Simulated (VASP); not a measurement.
# Sr in VASP: notebook

The runs below take Sr through single point, with LDA.

Program: VASP 6.6.1. These are calculated values, not measurements. Logs are shortened: lines on timing, memory, paths and dates and some standing lists are left out, and cuts for length are marked.

**1. The cell of the first run**

Symmetry: Im-3m, No. 229, cubic system. Conventional cell: a = 4.705 Å, b = 4.705 Å, c = 4.705 Å, α = 90.00°, β = 90.00°, γ = 90.00°. Sr (site symmetry m-3m) has 14 Sr at 4.07 to 4.70 Å within 5.3 Å.

This isn't the form of Sr at room conditions, which is fcc.

**2. Single point, LDA (strain -0.030 along x and y, -0.030 along z)**

INCAR reads:

```
SYSTEM = Sr
ALGO = Normal
EDIFF = 1E-6
ENCUT = 520
GGA = CA
ISIF = 2
ISMEAR = 0
LASPH = .TRUE.
LCHARG = .FALSE.
LREAL = .FALSE.
LWAVE = .FALSE.
NBANDS = 11
NELM = 60
PREC = Accurate
SIGMA = 0.15
```

KPOINTS reads:

```
k-points
0
G
  14 14 14
  0 0 0
```

POSCAR reads:

```
Sr
1.0
   -2.3522500000      2.3522500000      2.3522500000
    2.3522500000     -2.3522500000      2.3522500000
    2.3522500000      2.3522500000     -2.3522500000
Sr
1
Direct
    0.0000000000      0.0000000000      0.0000000000
```

Potentials or basis: VASP PAW LDA potentials, release 64 (Sr_sv).

The run is started by

```console
cat potpaw_LDA.64/Sr_sv/POTCAR > POTCAR
mpirun -np 1 vasp_std > vasp.out
```

OUTCAR:

```text
SYSTEM = Sr
   EDIFF = 1E-6
   ENCUT = 520
   GGA = CA
   ISIF = 2
   ISMEAR = 0
   LASPH = .TRUE.
   LREAL = .FALSE.
   NELM = 60
   PREC = Accurate

 ion  position               nearest neighbor table
   1  0.000  0.000  0.000-

  LATTYP: Found a body centered cubic cell.
 ALAT       =     4.7045000000

  Lattice vectors:

 A1 = (  -2.3522500000,   2.3522500000,   2.3522500000)
 A2 = (   2.3522500000,  -2.3522500000,   2.3522500000)
 A3 = (   2.3522500000,   2.3522500000,  -2.3522500000)

Analysis of symmetry for initial positions (statically):
=====================================================================
 Subroutine PRICEL returns:
 Original cell was already a primitive cell.

 Routine SETGRP: Setting up the symmetry group for a
 body centered cubic supercell.

 Subroutine GETGRP returns: Found 48 space group operations
 (whereof 48 operations were pure point group operations)
 out of a pool of 48 trial point group operations.

The static configuration has the point symmetry O_h .

Analysis of symmetry for dynamics (positions and initial velocities):
=====================================================================
 Subroutine PRICEL returns:
 Original cell was already a primitive cell.

 Routine SETGRP: Setting up the symmetry group for a
 body centered cubic supercell.

 Subroutine GETGRP returns: Found 48 space group operations
 (whereof 48 operations were pure point group operations)
 out of a pool of 48 trial point group operations.

The dynamic configuration has the point symmetry O_h .

 Subroutine INISYM returns: Found 48 space group operations
 (whereof 48 operations are pure point group operations),
 and found     1 'primitive' translations

----------------------------------------------------------------------------------------

                                     Primitive cell

  volume of cell :      52.0608

  direct lattice vectors                    reciprocal lattice vectors
    -2.352250000  2.352250000  2.352250000     0.000000000  0.212562440  0.212562440
     2.352250000 -2.352250000  2.352250000     0.212562440  0.000000000  0.212562440
     2.352250000  2.352250000 -2.352250000     0.212562440  0.212562440  0.000000000

  length of vectors
     4.074216512  4.074216512  4.074216512     0.300608686  0.300608686  0.300608686

  position of ions in fractional coordinates (direct lattice)
     0.000000000  0.000000000  0.000000000

  ion indices of the primitive-cell ions
[... 79 lines left out ...]
   NFREE  =      0    steps in history (QN), initial steepest desc. (CG)
   ISIF   =      2    stress and relaxation
   ISYM   =      2    0-nonsym 1-usesym 2-fastsym
   POTIM  = 0.5000    time-step for ionic-motion
   TEBEG  =    0.0;   TEEND  =   0.0 temperature during run
   PSTRESS=    0.0 pullay stress
   NELECT =      10.0000    total number of electrons
   NUPDOWN=      -1.0000    fix difference up-down
   EMIN   =  10.00;   EMAX   =-10.00  energy-range for DOS
   EFERMI =   0.00;   METHOD = LEGACY
   ISMEAR =     0;   SIGMA  =   0.15  broadening in eV -4-tet -1-fermi 0-gaus
   EFERMI_NEDOS =   21; number of points for ismear=-14 and -15
   IALGO  =     38    algorithm
   IMIX   =      4    mixing-type and parameters
     AMIX     =   0.40;   BMIX     =  1.00
     AMIX_MAG =   1.60;   BMIX_MAG =  1.00
  volume/ion in A,a.u.               =      52.06       351.32
  Fermi-wavevector in a.u.,A,eV,Ry     =   0.944578  1.784994 12.139504  0.892228
  Thomas-Fermi vector in A             =   2.072397
   LORBIT       =      0    0 simple, 1 ext, 2 COOP (PROOUT), +10 PAW based schemes
   GGA     = CA    functional components
   LHFCALC =     F    Hartree Fock is set to
   AEXX    =    0.0000 exact exchange contribution
   IVDW    =     0    specifies the selected vdW correction
   LEPSILON=     F    determine dielectric tensor
   LRPA    =     F    only Hartree local field effects (RPA)
 non-spin polarized calculation
 Gauss-broadening in eV      SIGMA  =   0.15
  energy-cutoff  :      520.00
  volume of cell :       52.06
 maximum number of plane-waves:      1433
   NGX = 15   NGY = 15   NGZ = 15

 number of electron      10.0000000 magnetization

 Free energy of the ion-electron system (eV)
  ---------------------------------------------------
  ext. energy  EPLUGINS =         0.00000000
  ---------------------------------------------------
  free energy    TOTEN  =        -1.88995489 eV

  energy without entropy =       -1.87828115  energy(sigma->0) =       -1.88411802

 E-fermi :   1.5915     XC(G=0):  -7.7293

 val. band max:        1.5834410768   @ k =   0.5000   0.5000   0.2857
 cond. band min:       1.6389481413   @ k =  -0.4286  -0.4286   0.2143
 fundamental gap:      0.0555070645
 Fermi energy:         1.5914793286

 k-point     1 :       0.0000    0.0000    0.0000
  band No.  band energies     occupation
      1     -34.7418      2.00000
      2     -16.7111      2.00000
      3     -16.7111      2.00000
      4     -16.7111      2.00000
      5      -2.1293      2.00000
      6       3.9311      0.00000
      7       3.9311      0.00000
      8       3.9311      0.00000
      9       5.3499      0.00000
     10       5.3499      0.00000
     11       9.9528      0.00000
[... 309 lines left out ...]
 k-point    24 :       0.3571    0.2857    0.0000
  band No.  band energies     occupation
      1     -34.7190      2.00000
      2     -16.8996      2.00000
      3     -16.8617      2.00000
      4     -16.7416      2.00000
      5       1.5309      1.43232
      6       1.8586      0.01180
      7       2.1029      0.00000
      8       5.3514      0.00000
      9       5.6600      0.00000
     10       6.0581      0.00000
     11       7.9269      0.00000

 [... further k-points ...]

------------------------ aborting loop because EDIFF is reached ----------------------------------------

  FORCE on cell =-STRESS in cart. coord.  units (eV):
  Direction    XX          YY          ZZ          XY          YZ          ZX
  --------------------------------------------------------------------------------------
  -------------------------------------------------------------------------------------
  Total       -0.3393600     -0.3393600     -0.3393600     -0.0000000     -0.0000000      0.0000000
  in kB      -10.4438559    -10.4438559    -10.4438559     -0.0000000     -0.0000000      0.0000000
  external PRESSURE =     -10.4438559 kB  Pullay stress =       0.0000000 kB

 VOLUME and BASIS-vectors are now :
 -----------------------------------------------------------------------------
  energy-cutoff  :      520.00
  volume of cell :       52.06
      direct lattice vectors                 reciprocal lattice vectors
    -2.352250000  2.352250000  2.352250000     0.000000000  0.212562440  0.212562440
     2.352250000 -2.352250000  2.352250000     0.212562440  0.000000000  0.212562440
     2.352250000  2.352250000 -2.352250000     0.212562440  0.212562440  0.000000000

 POSITION                                       TOTAL-FORCE (eV/Angst)
 -----------------------------------------------------------------------------------
      0.00000      0.00000      0.00000         0.000000      0.000000      0.000000
 -----------------------------------------------------------------------------------
    total drift:                               -0.000000     -0.000000      0.000000

  FREE ENERGIE OF THE ION-ELECTRON SYSTEM (eV)
  ---------------------------------------------------
  free  energy   TOTEN  =        -1.8899548865 eV

  energy  without entropy=       -1.8782811525  energy(sigma->0) =       -1.88411802
```

Wall time 36 s (1 thread of AMD EPYC 7R13 (Zen 3), shared host); peak memory 0.16 GiB.

Results:

- Free energy: -1.8900 eV
- Pressure: -1.0 GPa
- Band gap on the k mesh: zero (bands 5 and 6 overlap by 0.49 eV)

Levels at points of the mesh, in eV from the Fermi level:
```tsv
k point	band 3	band 4	band 5	band 6	band 7	band 8
(0.00, 0.00, 0.00)	-18.30	-18.30	-3.72	2.34	2.34	2.34
(0.50, 0.00, 0.00)	-18.38	-18.30	-1.06	0.39	1.15	3.57
(0.50, 0.50, 0.50)	-18.48	-18.48	-0.21	-0.21	3.86	3.86
```

Caveat: the cell differs from its parent crystal (strain -0.030 along x and y, -0.030 along z).

**3. Single point, LDA (strain +0.030 along x and y, +0.030 along z)**

INCAR reads:

```
  PREC = Accurate
  ENCUT = 520
  EDIFF = 1E-6
  ISMEAR = 0
  SIGMA = 0.15
  LREAL = False
  LASPH = True
  NELM = 100
  ALGO = Normal
  ISIF = 2
  LWAVE = False
  LCHARG = False
  NBANDS = 11
```

KPOINTS reads:

```
regular mesh
0
Gamma
  14 14 14
```

POSCAR reads:

```
Sr
1.0
   -2.4977500000      2.4977500000      2.4977500000
    2.4977500000     -2.4977500000      2.4977500000
    2.4977500000      2.4977500000     -2.4977500000
Sr
1
Direct
    0.0000000000      0.0000000000      0.0000000000
```

Potentials or basis: VASP PAW LDA potentials, release 64 (Sr_sv).

The run is started by

```console
cat potpaw_LDA.64/Sr_sv/POTCAR > POTCAR
mpirun -np 1 vasp_std > vasp.out
```

OUTCAR:

```text
PREC = Accurate
   ENCUT = 520
   EDIFF = 1E-6
   ISMEAR = 0
   LREAL = False
   LASPH = True
   NELM = 100
   ISIF = 2

 ion  position               nearest neighbor table
   1  0.000  0.000  0.000-

  LATTYP: Found a body centered cubic cell.
 ALAT       =     4.9955000000

  Lattice vectors:

 A1 = (  -2.4977500000,   2.4977500000,   2.4977500000)
 A2 = (   2.4977500000,  -2.4977500000,   2.4977500000)
 A3 = (   2.4977500000,   2.4977500000,  -2.4977500000)

Analysis of symmetry for initial positions (statically):
=====================================================================
 Subroutine PRICEL returns:
 Original cell was already a primitive cell.

 Routine SETGRP: Setting up the symmetry group for a
 body centered cubic supercell.

 Subroutine GETGRP returns: Found 48 space group operations
 (whereof 48 operations were pure point group operations)
 out of a pool of 48 trial point group operations.

The static configuration has the point symmetry O_h .

Analysis of symmetry for dynamics (positions and initial velocities):
=====================================================================
 Subroutine PRICEL returns:
 Original cell was already a primitive cell.

 Routine SETGRP: Setting up the symmetry group for a
 body centered cubic supercell.

 Subroutine GETGRP returns: Found 48 space group operations
 (whereof 48 operations were pure point group operations)
 out of a pool of 48 trial point group operations.

The dynamic configuration has the point symmetry O_h .

 Subroutine INISYM returns: Found 48 space group operations
 (whereof 48 operations are pure point group operations),
 and found     1 'primitive' translations

----------------------------------------------------------------------------------------

                                     Primitive cell

  volume of cell :      62.3314

  direct lattice vectors                    reciprocal lattice vectors
    -2.497750000  2.497750000  2.497750000     0.000000000  0.200180162  0.200180162
     2.497750000 -2.497750000  2.497750000     0.200180162  0.000000000  0.200180162
     2.497750000  2.497750000 -2.497750000     0.200180162  0.200180162  0.000000000

  length of vectors
[... 110 lines left out ...]
   LRPA    =     F    only Hartree local field effects (RPA)
 non-spin polarized calculation
 Gauss-broadening in eV      SIGMA  =   0.15
  energy-cutoff  :      520.00
  volume of cell :       62.33
 maximum number of plane-waves:      1721
   NGX = 17   NGY = 17   NGZ = 17

 number of electron      10.0000000 magnetization

 Free energy of the ion-electron system (eV)
  ---------------------------------------------------
  ext. energy  EPLUGINS =         0.00000000
  ---------------------------------------------------
  free energy    TOTEN  =        -1.77585505 eV

  energy without entropy =       -1.75977083  energy(sigma->0) =       -1.76781294

 E-fermi :   1.0481     XC(G=0):  -7.1751

 val. band max:        1.0297556305   @ k =   0.5000   0.5000   0.3571
 cond. band min:       1.0488407831   @ k =   0.5000   0.5000   0.4286
 fundamental gap:      0.0190851526
 Fermi energy:         1.0480618966

 k-point     1 :       0.0000    0.0000    0.0000
  band No.  band energies     occupation
      1     -35.6946      2.00000
      2     -17.6915      2.00000
      3     -17.6915      2.00000
      4     -17.6915      2.00000
      5      -2.4420      2.00000
      6       3.1231      0.00000
      7       3.1231      0.00000
      8       3.1231      0.00000
      9       4.3224      0.00000
     10       4.3224      0.00000
     11       8.7145      0.00000
[... 309 lines left out ...]
 k-point    24 :       0.3571    0.2857   -0.0000
  band No.  band energies     occupation
      1     -35.6849      2.00000
      2     -17.7901      2.00000
      3     -17.7705      2.00000
      4     -17.7075      2.00000
      5       0.9232      1.76096
      6       1.1858      0.19422
      7       1.4778      0.00005
      8       4.2198      0.00000
      9       4.5415      0.00000
     10       4.6251      0.00000
     11       6.3536      0.00000

 [... further k-points ...]

------------------------ aborting loop because EDIFF is reached ----------------------------------------

  FORCE on cell =-STRESS in cart. coord.  units (eV):
  Direction    XX          YY          ZZ          XY          YZ          ZX
  --------------------------------------------------------------------------------------
  -------------------------------------------------------------------------------------
  Total       -0.8966609     -0.8966609     -0.8966609     -0.0000000     -0.0000000      0.0000000
  in kB      -23.0479291    -23.0479291    -23.0479291     -0.0000000     -0.0000000      0.0000000
  external PRESSURE =     -23.0479291 kB  Pullay stress =       0.0000000 kB

 VOLUME and BASIS-vectors are now :
 -----------------------------------------------------------------------------
  energy-cutoff  :      520.00
  volume of cell :       62.33
      direct lattice vectors                 reciprocal lattice vectors
    -2.497750000  2.497750000  2.497750000     0.000000000  0.200180162  0.200180162
     2.497750000 -2.497750000  2.497750000     0.200180162  0.000000000  0.200180162
     2.497750000  2.497750000 -2.497750000     0.200180162  0.200180162  0.000000000

 POSITION                                       TOTAL-FORCE (eV/Angst)
 -----------------------------------------------------------------------------------
      0.00000      0.00000      0.00000         0.000000      0.000000      0.000000
 -----------------------------------------------------------------------------------
    total drift:                                0.000000      0.000000     -0.000000

  FREE ENERGIE OF THE ION-ELECTRON SYSTEM (eV)
  ---------------------------------------------------
  free  energy   TOTEN  =        -1.7758550478 eV

  energy  without entropy=       -1.7597708346  energy(sigma->0) =       -1.76781294
```

stdout:

```text
POSCAR found type information on POSCAR Sr
 POSCAR found :  1 types and       1 ions
 scaLAPACK will be used
 LDA part: xc-table for (Slater(with rela. corr.)+CA(PZ))
 , standard interpolation
 POSCAR, INCAR and KPOINTS ok, starting setup
 FFT: planning ... GRIDC
 FFT: planning ... GRID_SOFT
 FFT: planning ... GRID
 WAVECAR not read
 entering main loop
```

Wall time 44 s (1 thread of AMD EPYC 7R13 (Zen 3), shared host); peak memory 0.17 GiB.

Results:

```
Free energy            : -1.7759 eV
Pressure               : -2.3 GPa
Band gap on the k mesh : zero (bands 5 and 6 overlap by 0.25 eV)
```

Caveat: the cell differs from its parent crystal (strain +0.030 along x and y, +0.030 along z).

(Part 1 of 2 ends here.)

The gap in the log of VASP goes by the Fermi energy; the results here count the filled bands.